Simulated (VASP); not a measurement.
# Mg2CdSe3 (I4/mmm) in VASP: further runs, part 2 of 2

VASP 6.6.1. The steps go on from the part before.

**3. Single point, PBE**

This run uses another cell than the first one, of 23.79 Å³/atom.

Input file INCAR:

```
  ALGO = Normal
  EDIFF = 1E-6
  ENCUT = 520
  GGA = PE
  ISIF = 2
  ISMEAR = 0
  LASPH = True
  LCHARG = True
  LELF = True
  LREAL = False
  LVHAR = True
  LWAVE = False
  NBANDS = 26
  NELM = 60
  PREC = Accurate
  SIGMA = 0.1
```

Input file KPOINTS:

```
k-points
0
Gamma
  6 6 6
```

Input file POSCAR:

```
Mg2CdSe3
1.0
   -2.0337953500      2.0337953500      8.6286629100
    2.0337953500     -2.0337953500      8.6286629100
    2.0337953500      2.0337953500     -8.6286629100
Mg Cd Se
2 1 3
Direct
    0.8333333300      0.8333333300      0.0000000000
    0.1666666700      0.1666666700      0.0000000000
    0.5000000000      0.5000000000      0.0000000000
    0.0000000000      0.0000000000      0.0000000000
    0.6666666700      0.6666666700      0.0000000000
    0.3333333300      0.3333333300      0.0000000000
```

Potentials or basis: VASP PAW PBE potentials, release 64 (Mg, Cd, Se).

On the command line:

```console
$ cat potpaw_PBE.64/Mg/POTCAR potpaw_PBE.64/Cd/POTCAR potpaw_PBE.64/Se/POTCAR > POTCAR
$ mpirun -np 1 vasp_std > vasp.out
```

OUTCAR:

```text
EDIFF = 1E-6
   ENCUT = 520
   GGA = PE
   ISIF = 2
   ISMEAR = 0
   LASPH = True
   LREAL = False
   NELM = 60
   PREC = Accurate

 ion  position               nearest neighbor table
   1  0.833  0.833  0.000-   5 2.88   6 2.88   6 2.88   6 2.88   6 2.88   4 2.88
   2  0.167  0.167  0.000-   6 2.88   5 2.88   5 2.88   5 2.88   5 2.88   4 2.88
   3  0.500  0.500  0.000-   4 2.88   4 2.88   4 2.88   4 2.88   6 2.88   5 2.88
   4  0.000  0.000  0.000-   3 2.88   3 2.88   3 2.88   3 2.88   2 2.88   1 2.88
   5  0.667  0.667  0.000-   1 2.88   2 2.88   2 2.88   2 2.88   2 2.88   3 2.88
   6  0.333  0.333  0.000-   2 2.88   1 2.88   1 2.88   1 2.88   1 2.88   3 2.88

  LATTYP: Found a body centered tetragonal cell.
 ALAT       =     4.0675907000
 C/A-ratio  =     4.2426406915

  Lattice vectors:

 A1 = (  -2.0337953500,   2.0337953500,   8.6286629100)
 A2 = (   2.0337953500,  -2.0337953500,   8.6286629100)
 A3 = (   2.0337953500,   2.0337953500,  -8.6286629100)

[... 182 lines left out ...]

 E-fermi :   2.5394     XC(G=0):  -9.2316

 val. band max:        2.2340122457   @ k =   0.5000  -0.0000   0.0000
 cond. band min:       2.8159006138   @ k =   0.5000   0.5000   0.0000
 fundamental gap:      0.5818883681
 Fermi energy:         2.5394395395

 k-point     1 :       0.0000    0.0000    0.0000
  band No.  band energies     occupation
      1     -10.3310      2.00000
      2      -9.7198      2.00000
      3      -9.5355      2.00000
      4      -5.6219      2.00000
      5      -5.5478      2.00000
      6      -5.4863      2.00000
[... 685 lines left out ...]
     25       9.5190      0.00000
     26       9.6189      0.00000

 [... further k-points ...]

------------------------ aborting loop because EDIFF is reached ----------------------------------------

  FORCE on cell =-STRESS in cart. coord.  units (eV):
  Direction    XX          YY          ZZ          XY          YZ          ZX
  --------------------------------------------------------------------------------------
  -------------------------------------------------------------------------------------
  Total       -3.6803156     -3.6803156     -3.5729916      0.0000000     -0.0000000      0.0000000
  in kB      -41.3026242    -41.3026242    -40.0981725      0.0000000     -0.0000000      0.0000000
  external PRESSURE =     -40.9011403 kB  Pullay stress =       0.0000000 kB

 VOLUME and BASIS-vectors are now :
 -----------------------------------------------------------------------------
  energy-cutoff  :      520.00
  volume of cell :      142.76
      direct lattice vectors                 reciprocal lattice vectors
    -2.033795350  2.033795350  8.628662910     0.000000000  0.245845778  0.057946406
     2.033795350 -2.033795350  8.628662910     0.245845778  0.000000000  0.057946406
     2.033795350  2.033795350 -8.628662910     0.245845778  0.245845778  0.000000000

 POSITION                                       TOTAL-FORCE (eV/Angst)
 -----------------------------------------------------------------------------------
      0.00000      0.00000     14.38110        -0.000000     -0.000000     -0.008211
      0.00000      0.00000      2.87622        -0.000000     -0.000000      0.008211
      0.00000      0.00000      8.62866         0.000000      0.000000     -0.000000
      0.00000      0.00000      0.00000         0.000000      0.000000     -0.000000
      0.00000      0.00000     11.50488        -0.000000     -0.000000      0.263191
      0.00000      0.00000      5.75244         0.000000      0.000000     -0.263191
 -----------------------------------------------------------------------------------
    total drift:                                0.000000     -0.000000     -0.000000

  FREE ENERGIE OF THE ION-ELECTRON SYSTEM (eV)
  ---------------------------------------------------
  free  energy   TOTEN  =       -19.9070695263 eV

  energy  without entropy=      -19.9070689850  energy(sigma->0) =      -19.90706926
```

OSZICAR:

```text
N       E                     dE             d eps       ncg     rms          rms(c)
DAV:   1     0.168660566175E+03    0.16866E+03   -0.14264E+04  1560   0.112E+03
DAV:   2    -0.895591695590E+01   -0.17762E+03   -0.16743E+03  1856   0.228E+02
DAV:   3    -0.210278755932E+02   -0.12072E+02   -0.11999E+02  1864   0.574E+01
DAV:   4    -0.211410067862E+02   -0.11313E+00   -0.11300E+00  1922   0.577E+00
DAV:   5    -0.211418217275E+02   -0.81494E-03   -0.81473E-03  1962   0.497E-01    0.653E+00
DAV:   6    -0.200313816115E+02    0.11104E+01   -0.18057E+00  1794   0.939E+00    0.531E+00
DAV:   7    -0.199125313473E+02    0.11885E+00   -0.66868E-01  1850   0.369E+00    0.248E+00
DAV:   8    -0.199078159500E+02    0.47154E-02   -0.38731E-02  1802   0.165E+00    0.430E-01
DAV:   9    -0.199070894363E+02    0.72651E-03   -0.63053E-03  1932   0.701E-01    0.977E-02
DAV:  10    -0.199070436641E+02    0.45772E-04   -0.83145E-04  1868   0.256E-01    0.745E-02
DAV:  11    -0.199070897828E+02   -0.46119E-04   -0.17810E-04  1868   0.764E-02    0.186E-02
DAV:  12    -0.199070696525E+02    0.20130E-04   -0.51550E-05  1864   0.494E-02    0.564E-03
DAV:  13    -0.199070695263E+02    0.12620E-06   -0.54158E-06  1870   0.115E-02
   1 F= -.19907070E+02 E0= -.19907069E+02  d E =-.541306E-06
```

stdout:

```text
POSCAR found type information on POSCAR MgCdSe
 POSCAR found :  3 types and       6 ions
 scaLAPACK will be used
 LDA part: xc-table for (Slater+PW92), standard interpolation
 POSCAR, INCAR and KPOINTS ok, starting setup
 FFT: planning ... GRIDC
 FFT: planning ... GRID_SOFT
 FFT: planning ... GRID
 WAVECAR not read
 entering main loop
```

Run time: 6.8 min. Hardware: 1 thread of Intel Xeon 6975P-C (Granite Rapids), shared host; peak memory 0.72 GiB.

Results:

- Free energy: -19.9071 eV
- Pressure: -4.1 GPa
- Largest force: 0.263 eV/Å
- Band gap on the k mesh: 0.58 eV (least direct gap 1.00 eV)

Forces in eV/Å, atoms in the order of the input:
```
Mg   0.000  0.000 -0.008
Mg   0.000  0.000  0.008
Cd   0.000  0.000  0.000
Se   0.000  0.000  0.000
Se   0.000  0.000  0.263
Se   0.000  0.000 -0.263
```

Stress tensor (GPa, compression positive):
```
-4.13  0.00  0.00
 0.00 -4.13  0.00
 0.00  0.00 -4.01
```

Levels at points of the mesh, in eV from the valence-band top:
| k point | band 15 | band 16 | band 17 | band 18 | band 19 | band 20 |
| --- | --- | --- | --- | --- | --- | --- |
| (0.00, 0.00, 0.00) | -0.36 | -0.36 | -0.36 | 0.64 | 1.81 | 2.20 |
| (0.50, 0.00, 0.00) | -0.71 | -0.43 | 0.00 | 3.25 | 4.14 | 4.16 |
| (0.50, 0.50, 0.00) | -2.33 | -1.79 | -1.79 | 0.58 | 2.43 | 2.77 |
| (0.50, 0.50, 0.50) | -0.84 | -0.70 | -0.70 | 0.64 | 2.97 | 3.17 |

Caveat: the cell stands under tension; semilocal functionals underestimate gaps, and a narrow one can read as zero. A k mesh can miss the band edges.
